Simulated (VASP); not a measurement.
A run of VASP 6.6.1 is set up as follows.

Contents of POSCAR:

```
BN
1.0
    0.0000000000      1.7458259400      1.7458259400
    1.7458259400      0.0000000000      1.7458259400
    1.7458259400      1.7458259400      0.0000000000
B N
1 1
Direct
    0.0000000000      0.0000000000      0.0000000000
    0.5000000000      0.5000000000      0.5000000000
```

File INCAR.step1:

```
SYSTEM = BN
PREC = Accurate
ENCUT = 520
EDIFF = 1E-5
ISMEAR = 0
SIGMA = 0.01
LREAL = .FALSE.
LASPH = .TRUE.
NELM = 60
ALGO = Normal
ISIF = 2
LWAVE = .TRUE.
LCHARG = .FALSE.
NBANDS = 11
GGA = PE
```

The input INCAR.step2:

```
SYSTEM = BN
PREC = Accurate
ENCUT = 520
EDIFF = 1E-6
ISMEAR = 0
SIGMA = 0.01
LREAL = .FALSE.
LASPH = .TRUE.
NELM = 60
ALGO = Normal
ISIF = 2
LWAVE = .FALSE.
LCHARG = .FALSE.
GGA = PE
LHFCALC = .TRUE.
HFSCREEN = 0.2079
PRECFOCK = Normal
NBANDS = 11
ISTART = 1
```

File KPOINTS:

```
regular mesh
0
G
  8 8 8
  0 0 0
```

Potentials or basis: VASP PAW PBE potentials, release 64 (B, N).

Launch:

```sh
$ cat potpaw_PBE.64/B/POTCAR potpaw_PBE.64/N/POTCAR > POTCAR
$ cp INCAR.step1 INCAR
$ mpirun -np 1 vasp_std > vasp.out
$ cp INCAR.step2 INCAR
$ mpirun -np 1 vasp_std > vasp.out
```

Task: Estimate the band gap on the k mesh.

Result: 2.32 eV (least direct gap 7.24 eV).

Task: Predict the pressure.

Result: -8.1 GPa.

Caveat: the cell stands under tension; the structure was generated, so it needn't be the stable form of BN; the PAW data sets were made with another functional, which shifts forces and pressure a little. A k mesh can miss the band edges.
